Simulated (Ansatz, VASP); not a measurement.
# Two plane-wave programs on HfNbSe4

```
Hf Nb Se
1.0
     0.00000    4.26432    4.26432
     4.26432    0.00000    4.26432
     4.26432    4.26432    0.00000
Hf Nb Se
1 1 4
Direct
  0.75000 0.75000 0.75000
  0.00000 0.00000 0.00000
  0.87407 0.37531 0.37531
  0.37531 0.37531 0.37531
  0.37531 0.87407 0.37531
  0.37531 0.37531 0.87407
```

Change from the starting cell: species swapped into the CeLuAl4 type (F-43m, No. 216).

Alike in both runs: task relaxation of cell and atoms; functional PBE; k mesh 4 × 4 × 4; occupations gaussian, width 0.1 eV; collinear spin.

|  | VASP | Ansatz |
| --- | --- | --- |
| version | VASP 6.6.1 | Ansatz 0.2.0 |
| potentials or method | VASP PAW PBE potentials, release 64 (Hf_pv, Nb_sv, Se), cutoff 600 eV | scalar-relativistic, plane waves, PAW |
| valence electrons in the cell | 47 | 103 |

Ansatz gave:

| Item | Value |
| --- | --- |
| gap on the k mesh at the Fermi level, each at its own relaxed structure (eV) | none |
| net moment per atom (μB) | 0.00 |
| relaxed volume (Å³/atom) | 20.13 |
| relaxed cell length with the largest relative difference (Å) | 5.548 |

Problem. Which values does VASP return?

Solution. gap on the k mesh at the Fermi level, each at its own relaxed structure (eV): none; net moment per atom (μB): 0.00; relaxed volume (Å³/atom): 20.08; relaxed cell length with the largest relative difference (Å): 5.544.

A gap of «none» marks a metal or a gap that the smearing closes. VASP's potentials hold 47 valence electrons a cell and Ansatz's 103, so a difference there can come from the potentials and not from the codes. Ansatz's warnings: no starting moments.

Spin-orbit coupling is off throughout. Noted on VASP's run: the volume moved by over 15 % at a fixed basis, so the end points are rough.
